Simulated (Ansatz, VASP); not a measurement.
**One calculation of AlFe, two programs**

Contents of INCAR:

```
ALGO = Normal
EDIFF = 1E-6
ENCUT = 520
GGA = PE
ISIF = 2
ISMEAR = -1
ISPIN = 2
LASPH = T
LCHARG = T
LELF = T
LMAXMIX = 4
LORBIT = 11
LREAL = F
LVHAR = T
LWAVE = F
MAGMOM = 0 0 3 3
NBANDS = 23
NELM = 150
PREC = Accurate
SIGMA = 0.1
```

Contents of KPOINTS:

```
k-points
0
Gamma
  7 10 7
```

The input POSCAR:

```
AlFe
1.0
    0.0000000000      2.9100000000      2.9100000000
    2.9100000000      0.0000000000      0.0000000000
    0.0000000000      2.9100000000     -2.9100000000
Al Fe
2 2
Direct
    0.0000000000      0.0000000000      0.0000000000
    0.5000000000      0.0000000000      0.5000000000
    0.5000000000      0.5000000000      0.0000000000
    0.0000000000      0.5000000000      0.5000000000
```

Input for Ansatz:

```yaml
crystal:
  lattice:
    - [0.0, 2.91, 2.91]
    - [2.91, 0.0, 0.0]
    - [0.0, 2.91, -2.91]
  atoms:
    - { symbol: Al, position: [0.0, 0.0, 0.0] }
    - { symbol: Al, position: [0.5, 0.0, 0.5] }
    - { symbol: Fe, position: [0.5, 0.5, 0.0], spin: 3.0 }
    - { symbol: Fe, position: [0.0, 0.5, 0.5], spin: 3.0 }
magnetization:
  spin_polarized: true
kpoints:
  mp_grid: { grid: [7, 10, 7] }
scf:
  occupations: { method: fermi_dirac, width: 0.1 }
  lower_state_search: "off"
hamiltonian:
  xc: pbe
  pseudopotentials: { kind: all_electron, lapw: { basis_error: 0.001 } }
output:
  forces: true
  stress: true
  eigenvalues: true
  populations: true
```

Alike in both runs: task single point; functional PBE; k mesh 7 × 10 × 7; occupations fermi-dirac, width 0.1 eV; collinear spin.

|  | VASP | Ansatz |
| --- | --- | --- |
| version | VASP 6.6.1 | Ansatz 0.2.0 |
| potentials or method | VASP PAW PBE potentials, release 64 (Al, Fe), cutoff 520 eV | all-electron LAPW, scalar-relativistic |

```tsv
	VASP	Ansatz	Ansatz less VASP
pressure (GPa)	-5.7	-5.7	-0.05
net moment per atom (μB)	0.36	0.36	+0.002
size of the moment on the site where the two differ most (μB)	0.77	0.78	+0.015
```

Site moments also hang on the region over which each program counts them. Ansatz ran all-electron here, and VASP with PAW potentials.
